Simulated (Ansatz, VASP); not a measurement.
ZnS: VASP beside Ansatz

```
CELL_PARAMETERS angstrom
0.00000 2.70465 2.48828
2.70465 0.00000 2.48828
2.70465 2.70465 0.00000
ATOMIC_POSITIONS crystal
Zn 0.00000 0.00000 0.00000
S 0.75000 0.75000 0.75000
```

Change from the starting cell: strain +0.000 along x and y, -0.080 along z, atoms carried along.

Alike in both runs: task single point; functional PBE; k mesh 10 × 10 × 10; occupations gaussian, width 0.05 eV; no spin polarisation.

```csv
,VASP,Ansatz
version,VASP 6.6.1,Ansatz 0.2.0
potentials or method,"VASP PAW PBE potentials, release 64 (Zn, S), cutoff 520 eV","scalar-relativistic, plane waves, PAW"
valence electrons in the cell,18,18
```

```csv
,VASP,Ansatz,Ansatz less VASP
gap on the k mesh at the Fermi level (eV),2.29,2.28,-0.012
least direct gap on the mesh (eV),2.29,2.28,-0.012
pressure (GPa),8.9,8.7,-0.18
"traceless stress, the component that is largest in VASP (GPa)",1.63,1.65,+0.019
```
